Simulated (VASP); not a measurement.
# As (Cmce) in VASP: single point with r2SCAN

Aim: the single point of As with r2SCAN.

Everything below comes from runs of VASP 6.6.1. Logs are shortened: lines on timing, memory, paths and dates and some standing lists are left out, and cuts for length are marked.

## Step 1: The cell of the first run

The structure is orthorhombic, space group Cmce (No. 64). Conventional cell: a = 3.646 Å, b = 11.398 Å, c = 4.746 Å, α = 90.00°, β = 90.00°, γ = 90.00°. Within 3.3 Å of As (site symmetry m) lie 3 As at 2.47 to 2.48 Å.

## Step 2: Single point, r2SCAN

Contents of POSCAR:

```
As
1.0
    1.8230882046     -5.6988194232      0.0000000000
    1.8230882046      5.6988194232      0.0000000000
    0.0000000000      0.0000000000      4.7457725494
As
4
Direct
    0.1042687170      0.8957312830      0.9261098346
    0.6042687170      0.3957312830      0.5738901654
    0.8957312830      0.1042687170      0.0738901654
    0.3957312830      0.6042687170      0.4261098346
```

Contents of INCAR.step1:

```
PREC = Accurate ; ENCUT = 520
ISMEAR = 0 ; SIGMA = 0.01
LREAL = F ; LASPH = T
NELM = 60 ; NBANDS = 18
GGA = PE ; ALGO = Normal
EDIFF = 1E-4 ; LWAVE = T
LCHARG = F
```

Contents of INCAR.step2:

```
PREC = Accurate ; ENCUT = 520
EDIFF = 1E-6 ; ISMEAR = 0
SIGMA = 0.01 ; LREAL = F
LASPH = T ; NELM = 60
ALGO = Normal ; ISIF = 2
LWAVE = F ; LCHARG = T
METAGGA = R2SCAN ; LMIXTAU = T
LELF = T ; LVHAR = T
NBANDS = 18 ; ISTART = 1
```

Contents of KPOINTS:

```
Automatic mesh
0
Gamma
  10 10 8
```

Potentials or basis: VASP PAW PBE potentials, release 64 (As).

Started as:

```bash
> cat potpaw_PBE.64/As/POTCAR > POTCAR
> cp INCAR.step1 INCAR
> mpirun -np 1 vasp_std > vasp.out
> cp INCAR.step2 INCAR
> mpirun -np 1 vasp_std > vasp.out
```

OUTCAR:

```text
PREC = Accurate
   ENCUT = 520
   EDIFF = 1E-6
   ISMEAR = 0
   LREAL = F
   LASPH = T
   NELM = 60
   ISIF = 2
   METAGGA = R2SCAN
   ISTART = 1

 ion  position               nearest neighbor table
   1  0.104  0.896  0.926-   2 2.47   2 2.47   3 2.48
   2  0.604  0.396  0.574-   1 2.47   1 2.47   4 2.48
   3  0.896  0.104  0.074-   4 2.47   4 2.47   1 2.48
   4  0.396  0.604  0.426-   3 2.47   3 2.47   2 2.48

  LATTYP: Found a base centered orthorhombic cell.
 ALAT       =     3.6461764092
 B/A-ratio  =     3.1259153610
 C/A-ratio  =     1.3015751343

  Lattice vectors:

 A1 = (   1.8230882046,  -5.6988194232,   0.0000000000)
 A2 = (   1.8230882046,   5.6988194232,   0.0000000000)
 A3 = (   0.0000000000,   0.0000000000,   4.7457725494)

Analysis of symmetry for initial positions (statically):
=====================================================================
 Subroutine PRICEL returns:
 Original cell was already a primitive cell.

 Routine SETGRP: Setting up the symmetry group for a
 base centered orthorhombic supercell.

 Subroutine GETGRP returns: Found  8 space group operations
 (whereof  4 operations were pure point group operations)
 out of a pool of  8 trial point group operations.

The static configuration has the point symmetry C_2h.
 The point group associated with its full space group is D_2h.

Analysis of symmetry for dynamics (positions and initial velocities):
=====================================================================
 Subroutine PRICEL returns:
 Original cell was already a primitive cell.

 Routine SETGRP: Setting up the symmetry group for a
 base centered orthorhombic supercell.

 Subroutine GETGRP returns: Found  8 space group operations
 (whereof  4 operations were pure point group operations)
 out of a pool of  8 trial point group operations.

The dynamic configuration has the point symmetry C_2h.
 The point group associated with its full space group is D_2h.

 Subroutine INISYM returns: Found  8 space group operations
 (whereof  4 operations are pure point group operations),
 and found     1 'primitive' translations

----------------------------------------------------------------------------------------

                                     Primitive cell

  volume of cell :      98.6119

[... 84 lines left out ...]
   ISTART =      1    job   : 0-new  1-cont  2-samecut
   ICHARG =      0    charge: 1-file 2-atom 10-const
   ISPIN  =      1    spin polarized calculation?
   LNONCOLLINEAR =      F non collinear calculations
   LSORBIT =      F    spin-orbit coupling
   LASPH  =      T    aspherical Exc in radial PAW
   ENCUT  =  520.0 eV  38.22 Ry    6.18 a.u.  11.13 11.13  8.82*2*pi/ulx,y,z
   NELM   =     60;   NELMIN=  2; NELMDL=  0     # of ELM steps
   EDIFF  = 0.1E-05   stopping-criterion for ELM
   LREAL  =      F    real-space projection
   EDIFFG = 0.1E-04   stopping-criterion for IOM
   NSW    =      0    number of steps for IOM
   IBRION =     -1    ionic relax: 0-MD 1-quasi-New 2-CG
   NFREE  =      0    steps in history (QN), initial steepest desc. (CG)
   ISIF   =      2    stress and relaxation
   ISYM   =      2    0-nonsym 1-usesym 2-fastsym
   POTIM  = 0.5000    time-step for ionic-motion
   TEBEG  =    0.0;   TEEND  =   0.0 temperature during run
   PSTRESS=    0.0 pullay stress
   NELECT =      20.0000    total number of electrons
   NUPDOWN=      -1.0000    fix difference up-down
   EMIN   =  10.00;   EMAX   =-10.00  energy-range for DOS
   EFERMI =   0.00;   METHOD = LEGACY
   ISMEAR =     0;   SIGMA  =   0.01  broadening in eV -4-tet -1-fermi 0-gaus
   EFERMI_NEDOS =   21; number of points for ismear=-14 and -15
   IALGO  =     38    algorithm
   IMIX   =      4    mixing-type and parameters
     AMIX     =   0.40;   BMIX     =  1.00
     AMIX_MAG =   1.60;   BMIX_MAG =  1.00
  volume/ion in A,a.u.               =      24.65       166.37
  Fermi-wavevector in a.u.,A,eV,Ry     =   0.961852  1.817637 12.587561  0.925160
  Thomas-Fermi vector in A             =   2.091260
   LORBIT       =      0    0 simple, 1 ext, 2 COOP (PROOUT), +10 PAW based schemes
   METAGGA = R2SCAN    functional components
   LHFCALC =     F    Hartree Fock is set to
   AEXX    =    0.0000 exact exchange contribution
   IVDW    =     0    specifies the selected vdW correction
   LEPSILON=     F    determine dielectric tensor
   LRPA    =     F    only Hartree local field effects (RPA)
 non-spin polarized calculation
 Gauss-broadening in eV      SIGMA  =   0.01
  energy-cutoff  :      520.00
  volume of cell :       98.61
 maximum number of plane-waves:      2676
 NGX is ok and might be reduce to    48
   NGX = 23   NGY = 23   NGZ = 17

 number of electron      20.0000002 magnetization

 Free energy of the ion-electron system (eV)
  ---------------------------------------------------
  ext. energy  EPLUGINS =         0.00000000
  ---------------------------------------------------
  free energy    TOTEN  =       -58.82701413 eV

  energy without entropy =      -58.82701413  energy(sigma->0) =      -58.82701413

 E-fermi :   3.9721     XC(G=0):  -9.6209

 val. band max:        3.8589234057   @ k =   0.5000   0.5000   0.0000
 cond. band min:       4.0505653192   @ k =   0.5000   0.5000   0.0000
 fundamental gap:      0.1916419135
 Fermi energy:         3.9721369585

 k-point     1 :       0.0000    0.0000    0.0000
  band No.  band energies     occupation
      1     -11.4299      2.00000
      2      -8.8948      2.00000
      3      -6.2179      2.00000
      4      -2.5791      2.00000
      5      -2.0632      2.00000
      6      -0.2738      2.00000
[... 481 lines left out ...]
      5      -0.8940      2.00000
      6      -0.4572      2.00000
[... 10 lines left out ...]
     17      11.1204      0.00000
     18      11.4032      0.00000

 [... further k-points ...]
[... 5 lines left out ...]
  --------------------------------------------------------------------------------------
  -------------------------------------------------------------------------------------
  Total        0.0494872      0.0938336      0.0868259      0.0000000      0.0000000      0.0000000
  in kB        0.8040326      1.5245417      1.4106857      0.0000000      0.0000000      0.0000000
  external PRESSURE =       1.2464200 kB  Pullay stress =       0.0000000 kB

 VOLUME and BASIS-vectors are now :
 -----------------------------------------------------------------------------
  energy-cutoff  :      520.00
  volume of cell :       98.61
      direct lattice vectors                 reciprocal lattice vectors
     1.823088205 -5.698819423  0.000000000     0.274259906 -0.087737470  0.000000000
     1.823088205  5.698819423  0.000000000     0.274259906  0.087737470  0.000000000
     0.000000000  0.000000000  4.745772549     0.000000000  0.000000000  0.210713849

 POSITION                                       TOTAL-FORCE (eV/Angst)
 -----------------------------------------------------------------------------------
      1.82309      4.51040      4.39511         0.000000     -0.023005      0.027434
      1.82309     -1.18842      2.72355         0.000000     -0.023005     -0.027434
      1.82309     -4.51040      0.35067         0.000000      0.023005     -0.027434
      1.82309      1.18842      2.02222         0.000000      0.023005      0.027434
 -----------------------------------------------------------------------------------
    total drift:                                0.000000      0.000000     -0.000000

  FREE ENERGIE OF THE ION-ELECTRON SYSTEM (eV)
  ---------------------------------------------------
  free  energy   TOTEN  =       -58.8270141318 eV

  energy  without entropy=      -58.8270141318  energy(sigma->0) =      -58.82701413
```

OUTCAR.step1:

```text
PREC = Accurate
   ENCUT = 520
   ISMEAR = 0
   LREAL = F
[... 737 lines left out ...]
      1.82309      4.51040      4.39511         0.000000     -0.255164      0.298211
      1.82309     -1.18842      2.72355         0.000000     -0.255164     -0.298211
      1.82309     -4.51040      0.35067         0.000000      0.255164     -0.298211
      1.82309      1.18842      2.02222         0.000000      0.255164      0.298211
 -----------------------------------------------------------------------------------
    total drift:                                0.000000      0.000000     -0.000000

  FREE ENERGIE OF THE ION-ELECTRON SYSTEM (eV)
  ---------------------------------------------------
  free  energy   TOTEN  =       -18.5829372402 eV

  energy  without entropy=      -18.5829255295  energy(sigma->0) =      -18.58293138
```

OSZICAR.step1:

```text
N       E                     dE             d eps       ncg     rms          rms(c)
DAV:   1     0.671546242104E+02    0.67155E+02   -0.76572E+03  5580   0.910E+02
DAV:   2    -0.139576263783E+02   -0.81112E+02   -0.78093E+02  7600   0.139E+02
DAV:   3    -0.186209057265E+02   -0.46633E+01   -0.46338E+01  6960   0.351E+01
DAV:   4    -0.186586895297E+02   -0.37784E-01   -0.37764E-01  6808   0.360E+00
DAV:   5    -0.186589071634E+02   -0.21763E-03   -0.21762E-03  6692   0.287E-01    0.479E+00
DAV:   6    -0.186075980326E+02    0.51309E-01   -0.24818E-02  6276   0.836E-01    0.289E+00
DAV:   7    -0.185825463592E+02    0.25052E-01   -0.53595E-02  6008   0.124E+00    0.141E-01
DAV:   8    -0.185827499034E+02   -0.20354E-03   -0.21544E-03  6036   0.248E-01    0.678E-02
DAV:   9    -0.185829319906E+02   -0.18209E-03   -0.32521E-04  6322   0.964E-02    0.246E-02
DAV:  10    -0.185829372402E+02   -0.52496E-05   -0.11105E-05  3246   0.202E-02
   1 F= -.18582937E+02 E0= -.18582931E+02  d E =-.117107E-04
```

It took 7.7 min on 1 thread of Intel Xeon 6975P-C (Granite Rapids), shared host; peak memory 0.43 GiB.

What came out:

- Free energy: -58.8270 eV
- Pressure: 0.1 GPa
- Largest force: 0.036 eV/Å

Forces on the atoms (eV/Å):
```
As   0.000 -0.023  0.027
As   0.000 -0.023 -0.027
As   0.000  0.023 -0.027
As   0.000  0.023  0.027
```

Levels at points of the mesh, in eV from the Fermi level:
```tsv
k point	band 7	band 8	band 9	band 10	band 11	band 12	band 13	band 14
(0.00, 0.00, 0.00)	-3.36	-2.38	-2.02	-1.23	1.38	1.85	2.21	3.00
(0.50, 0.00, 0.00)	-3.02	-3.02	-2.53	-2.53	0.97	0.97	1.48	1.48
(0.50, 0.50, 0.00)	-3.57	-1.68	-1.55	-0.11	0.08	1.79	2.12	2.77
(0.00, 0.00, 0.50)	-2.49	-2.49	-1.13	-1.13	1.06	1.06	2.60	2.60
(0.50, 0.00, 0.50)	-4.80	-4.80	-1.91	-1.91	2.08	2.08	3.99	3.99
(0.50, 0.50, 0.50)	-2.43	-2.43	-1.53	-1.53	1.44	1.44	2.07	2.07
```

Caveat: the PAW data sets were made with another functional, which shifts forces and pressure a little.
